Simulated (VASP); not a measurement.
Set up this calculation in VASP 6.6.1, as the native input.

```yaml
Task: single point
Functional: PBE
Potentials_or_basis: VASP PAW PBE potentials, release 64 (Al, Pt)
Cutoff: 520 eV
k_mesh: 6 × 6 × 1
Occupations: gaussian, width 0.1 eV
Spin: no spin polarisation
Dipole_correction: yes
Further_INCAR_settings: ALGO = Normal; EDIFF = 1e-06; NBANDS = 35
```

The structure of Al12Pt lies in POSCAR:

```
Al12Pt
1.0
    5.7135165837      0.0000000000      0.0000000000
   -2.8567582918      4.9480505064      0.0000000000
    0.0000000000      0.0000000000     20.1013782055
Al Pt
12 1
Direct
    0.3333333333      0.1666666667      0.1989913308
    0.3333333333      0.6666666667      0.1989913308
    0.8333333333      0.1666666667      0.1989913308
    0.8333333333      0.6666666667      0.1989913308
    0.1666666667      0.3333333333      0.3134471548
    0.1666666667      0.8333333333      0.3134471548
    0.6666666667      0.3333333333      0.3134471548
    0.6666666667      0.8333333333      0.3134471548
    0.0000000000      0.0000000000      0.4278999240
    0.0000000000      0.5000000000      0.4278999240
    0.5000000000      0.0000000000      0.4278999240
    0.5000000000      0.5000000000      0.4278999240
    0.3333333333      0.1666666667      0.5132387976
```

One way to write it, as run:

INCAR

```
SYSTEM = Al12Pt
PREC = Accurate
ENCUT = 520
EDIFF = 1E-6
ISMEAR = 0
SIGMA = 0.1
LREAL = .FALSE.
LASPH = .TRUE.
NELM = 80
ALGO = Normal
ISIF = 2
LWAVE = .FALSE.
LCHARG = .FALSE.
LDIPOL = .TRUE.
IDIPOL = 3
DIPOL = 0.5 0.5 0.329
GGA = PE
NBANDS = 35
```

KPOINTS

```
Automatic mesh
0
G
  6 6 1
  0 0 0
```

Potentials or basis: VASP PAW PBE potentials, release 64 (Al, Pt).

Launch:

```bash
$ cat potpaw_PBE.64/Al/POTCAR potpaw_PBE.64/Pt/POTCAR > POTCAR
$ mpirun -np 1 vasp_std > vasp.out
```

It gave:

```
Largest force          : 0.687 eV/Å
Band gap on the k mesh : zero (bands 23 and 24 overlap by 0.81 eV)
```

Caveat: spin-orbit coupling is left out, which moves the levels of the heavy elements.

It took 2.8 min on 1 thread of Intel(R) Xeon(R) 6975P-C (Granite Rapids) (shared host), peak memory 0.63 GiB.
